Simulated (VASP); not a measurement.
Input of a VASP 6.6.1 run:

Contents of INCAR:

```
SYSTEM = Zr
  PREC = Accurate
  ENCUT = 520
  EDIFF = 1E-7
  ISMEAR = 0
  SIGMA = 0.1
  LREAL = .False.
  LASPH = .True.
  NELM = 80
  ALGO = Normal
  ISIF = 2
  LWAVE = .False.
  LCHARG = .False.
  LDIPOL = .True.
  IDIPOL = 3
  DIPOL = 0.5 0.5 0.500
  GGA = PE
  NBANDS = 19
```

File KPOINTS:

```
regular mesh
0
Gamma
  6 6 1
  0 0 0
```

Contents of POSCAR:

```
Zr
1.0
    3.1890520000      0.0000000000      0.0000000000
    0.0000000000      3.1890520000      0.0000000000
    0.0000000000      0.0000000000     17.0000000000
Zr
2
Direct
    0.5000000000      0.0000000000      0.4336764700
    0.0000000000      0.5000000000      0.5663235300
```

Potentials or basis: VASP PAW PBE potentials, release 64 (Zr_sv).

Command:

```sh
$ cat potpaw_PBE.64/Zr_sv/POTCAR > POTCAR
$ mpirun -np 1 vasp_std > vasp.out
```

Question: What does it give for the band gap on the k mesh?

Answer: Zero (band 12 reaches -0.18 eV, above the bottom of band 13 at -0.47 eV).

Question: Predict the largest force.

Answer: 1.233 eV/Å.

Forces in eV/Å, atoms in the order of the input:
```
Zr   0.000  0.000  1.233
Zr   0.000  0.000 -1.233
```
